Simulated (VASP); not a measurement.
# TaAlCl6 (R-3m) in VASP: further runs, part 2 of 2

VASP 6.6.1. Earlier steps stand in the parts before.

## 3. Single point, PBE, collinear spin

This run uses another cell than the first one, of 35.41 Å³/atom.

The input, INCAR:

```
ALGO = Normal
EDIFF = 1E-6
ENCUT = 500
GGA = PE
GGA_COMPAT = False
ISIF = 2
ISMEAR = 0
ISPIN = 2
LASPH = True
LCHARG = True
LELF = True
LMAXMIX = 4
LORBIT = 11
LREAL = False
LVHAR = True
LWAVE = False
MAGMOM = 2.06 0 0 0 0 0 0 0
NBANDS = 42
NELM = 200
PREC = Accurate
SIGMA = 0.1
```

The input, KPOINTS:

```
k-points
0
Gamma
  3 3 3
```

The input, POSCAR:

```
TaAlCl6
1.0
    6.3092431885      3.6426432533      2.0542047020
   -6.3092431885      3.6426432533      2.0542047020
    0.0000000000     -7.2852865065      2.0542047021
Ta Al Cl
1 1 6
Direct
    0.5000000000      0.5000000000      0.5000000000
    0.0000000000      0.0000000000      0.0000000000
    0.3190608042      0.3190608042      1.0630348658
    1.0630348658      0.3190608042      0.3190608042
    0.3190608042      1.0630348658      0.3190608042
   -0.0630348658      0.6809391958      0.6809391958
    0.6809391958      0.6809391958     -0.0630348658
    0.6809391958     -0.0630348658      0.6809391958
```

Potentials or basis: VASP PAW PBE potentials, release 64 (Ta_pv, Al, Cl).

Launch:

```console
$ cat potpaw_PBE.64/Ta_pv/POTCAR potpaw_PBE.64/Al/POTCAR potpaw_PBE.64/Cl/POTCAR > POTCAR
$ mpirun -np 1 vasp_std > vasp.out
```

OUTCAR:

```text
EDIFF = 1E-6
   ENCUT = 500
   GGA = PE
   ISIF = 2
   ISMEAR = 0
   ISPIN = 2
   LASPH = True
   LORBIT = 11
   LREAL = False
   NELM = 200
   PREC = Accurate

 ion  position               nearest neighbor table
   1  0.500  0.500  0.500-   3 2.48   7 2.48   5 2.48   6 2.48   4 2.48   8 2.48   2 3.08   2 3.08

   2  0.000  0.000  0.000-   4 2.36   5 2.36   6 2.36   8 2.36   7 2.36   3 2.36   1 3.08   1 3.08

   3  0.319  0.319  0.063-   2 2.36   1 2.48
   4  0.063  0.319  0.319-   2 2.36   1 2.48
   5  0.319  0.063  0.319-   2 2.36   1 2.48
   6  0.937  0.681  0.681-   2 2.36   1 2.48
   7  0.681  0.681  0.937-   2 2.36   1 2.48
   8  0.681  0.937  0.681-   2 2.36   1 2.48

  LATTYP: Found a trigonal (rhomboedric) cell.
 ALAT       =     7.5693564086
 COS(alpha) =    -0.3895258198

  Lattice vectors:

 A1 = (   6.3092431885,   3.6426432533,   2.0542047020)
 A2 = (  -6.3092431885,   3.6426432533,   2.0542047020)
 A3 = (   0.0000000000,  -7.2852865065,   2.0542047021)

Analysis of symmetry for initial positions (statically):
=====================================================================
 Subroutine PRICEL returns:
 Original cell was already a primitive cell.

 Routine SETGRP: Setting up the symmetry group for a
 trigonal (rhombohedral) supercell.

 Subroutine GETGRP returns: Found 12 space group operations
 (whereof 12 operations were pure point group operations)
 out of a pool of 12 trial point group operations.

The static configuration has the point symmetry D_3d.

Analysis of symmetry for dynamics (positions and initial velocities):
[... 174 lines left out ...]

 k-point     1 :       0.0000    0.0000    0.0000
  band No.  band energies     occupation
      1     -35.0736      1.00000
      2     -35.0736      1.00000
      3     -35.0354      1.00000
      4     -16.4964      1.00000
      5     -15.6029      1.00000
      6     -15.4893      1.00000
[... 247 lines left out ...]
     39       6.6233      0.00000
     40       7.0409      0.00000
 Fermi energy:         1.0928765808

 spin component 2

 k-point     1 :       0.0000    0.0000    0.0000
  band No.  band energies     occupation
      1     -34.1975      1.00000
      2     -34.1975      1.00000
      3     -34.1096      1.00000
      4     -16.4448      1.00000
      5     -15.5802      1.00000
      6     -15.4670      1.00000
[... 247 lines left out ...]
     39       6.8847      0.00000
     40       7.1026      0.00000
 [bands above 40 left out]

------------------------ aborting loop because EDIFF is reached ----------------------------------------

  FORCE on cell =-STRESS in cart. coord.  units (eV):
  Direction    XX          YY          ZZ          XY          YZ          ZX
  --------------------------------------------------------------------------------------
  -------------------------------------------------------------------------------------
  Total        0.0503976      0.0503976     -0.0918608      0.0000000     -0.0000000      0.0000000
  in kB        0.2850569      0.2850569     -0.5195796      0.0000000     -0.0000000      0.0000000
  external PRESSURE =       0.0168447 kB  Pullay stress =       0.0000000 kB

 VOLUME and BASIS-vectors are now :
 -----------------------------------------------------------------------------
  energy-cutoff  :      500.00
  volume of cell :      283.26
      direct lattice vectors                 reciprocal lattice vectors
     6.309243188  3.642643253  2.054204702     0.079248808  0.045754320  0.162268801
    -6.309243188  3.642643253  2.054204702    -0.079248808  0.045754320  0.162268801
     0.000000000 -7.285286507  2.054204702     0.000000000 -0.091508641  0.162268801

 POSITION                                       TOTAL-FORCE (eV/Angst)
 -----------------------------------------------------------------------------------
      0.00000      0.00000      3.08131         0.000000     -0.000000      0.000000
      0.00000      0.00000      0.00000        -0.000000     -0.000000      0.000000
      0.00000      1.86522      1.44032         0.000000     -0.012347     -0.017084
     -1.61533     -0.93261      1.44032         0.010693      0.006173     -0.017084
      1.61533     -0.93261      1.44032        -0.010693      0.006173     -0.017084
      1.61533      0.93261      4.72230        -0.010693     -0.006173      0.017084
      0.00000     -1.86522      4.72230         0.000000      0.012347      0.017084
     -1.61533      0.93261      4.72230         0.010693     -0.006173      0.017084
 -----------------------------------------------------------------------------------
    total drift:                               -0.000000      0.000000      0.000000

  FREE ENERGIE OF THE ION-ELECTRON SYSTEM (eV)
  ---------------------------------------------------
  free  energy   TOTEN  =       -36.1189036023 eV

  energy  without entropy=      -36.0820511169  energy(sigma->0) =      -36.10047736

 total charge

# of ion       s       p       d       tot
------------------------------------------
    1        0.249   6.135   2.309   8.692
    2        0.312   0.311   0.000   0.622
    3        1.602   3.533   0.000   5.135
    4        1.602   3.533   0.000   5.135
    5        1.602   3.533   0.000   5.135
    6        1.602   3.533   0.000   5.135
    7        1.602   3.533   0.000   5.135
    8        1.602   3.533   0.000   5.135
--------------------------------------------------
tot         10.174  27.642   2.309  40.125

 magnetization (x)

# of ion       s       p       d       tot
------------------------------------------
    1        0.022   0.011   1.327   1.361
    2        0.010   0.004   0.000   0.013
    3        0.001   0.004   0.000   0.004
    4        0.001   0.004   0.000   0.004
    5        0.001   0.004   0.000   0.004
    6        0.001   0.004   0.000   0.004
    7        0.001   0.004   0.000   0.004
    8        0.001   0.004   0.000   0.004
--------------------------------------------------
tot          0.036   0.037   1.327   1.400
```

Run time: 6 min. Hardware: 1 thread of AMD EPYC 9755, shared host; peak memory 0.57 GiB.

Results:

- Free energy: -36.1189 eV
- Pressure: 0.0 GPa
- Largest force: 0.021 eV/Å
- Band gap on the k mesh: zero (filled and empty bands overlap)
- Net moment: 2.00 μB per cell
- Site moments: Ta +1.36; Al +0.01; Cl +0.00 μB
- Valence electrons inside the program's atomic spheres: Ta 8.69; Al 0.62; Cl 5.13

Forces in eV/Å, atoms in the order of the input:
```
Ta   0.000  0.000  0.000
Al   0.000  0.000  0.000
Cl   0.000 -0.012 -0.017
Cl   0.011  0.006 -0.017
Cl  -0.011  0.006 -0.017
Cl  -0.011 -0.006  0.017
Cl   0.000  0.012  0.017
Cl   0.011 -0.006  0.017
```

Stress tensor (GPa, compression positive):
```
 0.03  0.00  0.00
 0.00  0.03  0.00
 0.00  0.00 -0.05
```

Levels at points of the mesh, in eV from the Fermi level:
Spin up:
```csv
k point,band 27,band 28,band 29,band 30,band 31,band 32
"(0.00, 0.00, 0.00)",-3.36,-0.83,0.13,0.13,1.70,2.81
```
Spin down:
```tsv
k point	band 25	band 26	band 27	band 28	band 29	band 30
(0.00, 0.00, 0.00)	-3.91	-3.91	-3.34	0.57	1.31	1.31
```

Caveat: the k points lie up to 0.39 Å⁻¹ apart; spin-orbit coupling is left out, which moves the levels of the heavy elements.

## 4. Relaxation of cell and atoms, PBE, collinear spin

The input, INCAR:

```
SYSTEM = TaAlCl6
PREC = Accurate
ENCUT = 500
EDIFF = 1E-7
ISMEAR = 0
SIGMA = 0.1
LREAL = .False.
LASPH = .True.
NELM = 200
ALGO = Normal
ISIF = 3
LWAVE = .False.
LCHARG = .False.
ISPIN = 2
MAGMOM = 2.06 0 0 0 0 0 0 0
LORBIT = 11
LMAXMIX = 4
GGA = PE
IBRION = 2
NSW = 90
EDIFFG = -0.04
GGA_COMPAT = .False.
NELMIN = 4
```

The input, KPOINTS:

```
Automatic mesh
0
Gamma
  3 3 3
  0 0 0
```

The input, POSCAR:

```
TaAlCl6
1.0
    4.2421749284      2.4492208369      2.7831135113
   -4.2421749284      2.4492208369      2.7831135113
    0.0000000000     -4.8984416737      2.7831135113
Ta Al Cl
1 1 6
Direct
    0.5000000000      0.5000000000      0.5000000000
    0.0000000000      0.0000000000      0.0000000000
    0.2650000000      0.2650000000      0.9260000000
    0.9260000000      0.2650000000      0.2650000000
    0.2650000000      0.9260000000      0.2650000000
    0.0740000000      0.7350000000      0.7350000000
    0.7350000000      0.7350000000      0.0740000000
    0.7350000000      0.0740000000      0.7350000000
```

Launch:

```console
$ cat potpaw_PBE.64/Ta_pv/POTCAR potpaw_PBE.64/Al/POTCAR potpaw_PBE.64/Cl/POTCAR > POTCAR
$ mpirun -np 1 vasp_std > vasp.out
```

Wall time 13 min (1 thread of AMD EPYC 9755, shared host); peak memory 0.3 GiB.

Results (log left out):

```yaml
Free_energy: -30.0066 eV
Relaxed_volume: 20.86 Å³/atom
Relaxed_cell: a = 5.560 Å, b = 5.560 Å, c = 5.560 Å, α = 97.62°, β = 97.62°, γ = 97.62°
Space_group_after_relaxing_to_0.1_Å: R-3m (No. 166)
Energy_gained_by_relaxing: 343.9 meV/atom
Ionic_steps: 8
Pressure_after_relaxing: -0.1 GPa
Largest_force_after_relaxing: 0.011 eV/Å
Band_gap_on_the_k_mesh: zero (filled and empty bands overlap)
Net_moment: 2.00 μB per cell
Site_moments: Ta +1.60; Al +0.00; Cl -0.02 μB
Valence_electrons_inside_the_program's_atomic_spheres: Ta 8.22; Al 0.65; Cl 5.13
```

Forces on the atoms (eV/Å):
```
Ta   0.000  0.000  0.000
Al   0.000  0.000  0.000
Cl   0.000 -0.011 -0.001
Cl   0.009  0.005 -0.001
Cl  -0.009  0.005 -0.001
Cl  -0.009 -0.005  0.001
Cl   0.000  0.011  0.001
Cl   0.009 -0.005  0.001
```

The path:
```tsv
step	energy change (eV)	largest force (eV/Å)	pressure (GPa)	volume (Å³)
1	0.0000	4.2984	9.05	173.50
2	-1.5735	0.5009	-7.63	206.10
3	-2.0202	0.6928	-4.23	193.65
4	-2.4905	0.5157	-2.81	180.58
5	-2.7216	0.2168	0.32	165.97
6	-2.7215	0.2218	0.17	166.50
7	-2.7425	0.1223	0.04	166.68
8	-2.7512	0.0107	-0.10	166.88
```

Final structure:
```
Ta Al Cl
1.0
     4.18398    2.41562    2.75186
    -4.18398    2.41562    2.75186
     0.00000   -4.83124    2.75186
Ta Al Cl
1 1 6
Direct
  0.50000 0.50000 0.50000
  0.00000 0.00000 0.00000
  0.29877 0.29877 0.92725
  0.92725 0.29877 0.29877
  0.29877 0.92725 0.29877
  0.07275 0.70123 0.70123
  0.70123 0.70123 0.07275
  0.70123 0.07275 0.70123
```

Levels at points of the mesh, in eV from the Fermi level:
Spin up:
```tsv
k point	band 25	band 26	band 27	band 28	band 29	band 30	band 31	band 32	band 33	band 34
(0.00, 0.00, 0.00)	-1.43	-1.43	-0.42	-0.19	0.15	0.15	0.42	0.42	0.46	4.26
```
Spin down:
```csv
k point,band 23,band 24,band 25,band 26,band 27,band 28,band 29,band 30,band 31,band 32
"(0.00, 0.00, 0.00)",-2.89,-2.12,-1.44,-1.44,-0.42,0.80,1.28,1.28,1.50,1.85
```

Caveat: the k points lie up to 0.38 Å⁻¹ apart in the final cell; spin-orbit coupling is left out, which moves the levels of the heavy elements.

## 5. Summary

```csv
task,spin,cell,gap on the mesh (eV),pressure (GPa),moment (μB),largest force (eV/Å)
single point,off,"a = 5.634 Å, angles 97.7°, 8 atoms, atomic positions A",none,8.5,-,4.35
single point,collinear,"a = 7.569 Å, angles 112.9°, 8 atoms, atomic positions B",none,0.0,2.00,0.02
relaxation of cell and atoms,collinear,"relaxed from a = 5.634 Å, angles 97.7°, 8 atoms, atomic positions A",none,-0.1,2.00,0.01
```

Alike in all rows: level PBE; potentials or basis VASP PAW PBE potentials, release 64 (Ta_pv, Al, Cl); k mesh 3 × 3 × 3; cutoff (eV) 500; smearing gaussian 0.1 eV.

Caveats: all runs use coarse meshes; spin-orbit coupling is left out, which moves the levels of the heavy elements; forces of over 1 eV/Å act on the atoms, so gaps and moduli don't describe the material at rest (at least some runs).

Total energies depend on the potentials used, so only differences within one code and one set of settings carry meaning.
